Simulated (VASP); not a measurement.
Sn: single point with BLYP

The system is Sn.

```xyz
2
Lattice="0.0000 3.4072 3.4072 3.4072 0.0000 3.4072 3.4072 3.4072 0.0000" Properties=species:S:1:pos:R:3 pbc="T T T"
Sn    3.4072    3.4072    3.4072
Sn    5.1108    5.1108    5.1108
```

This isn't the form of Sn at room conditions, which is tetragonal (white tin).

```json
{"Program": "VASP 6.6.1", "Task": "single point", "Functional": "BLYP", "Potentials or basis": "VASP PAW PBE potentials, release 64 (Sn_d)", "Cutoff": "520 eV", "k mesh": "9 × 9 × 9", "Occupations": "fermi-dirac, width 0.1 eV", "Spin": "no spin polarisation", "Dipole correction": "no", "Further INCAR settings": "ALGO = Normal; EDIFF = 1e-06; NBANDS = 21"}
```

```
Pressure               : 0.0 GPa
Band gap on the k mesh : zero (bands 14 and 15 overlap by 0.34 eV)
```

Levels at points of the mesh, in eV from the Fermi level:
```tsv
k point	band 11	band 12	band 13	band 14	band 15	band 16	band 17	band 18
(0.00, 0.00, 0.00)	-9.68	-1.71	0.15	0.15	0.15	2.19	2.19	2.19
```

Wall time 33 s on 1 thread of AMD EPYC 9R45 96-Core Processor (Zen 5), with other jobs on the host, peak memory 0.19 GiB.

Caveat: the PAW data sets were made with another functional, which shifts forces and pressure a little; spin-orbit coupling is left out, which moves the levels of the heavy elements.
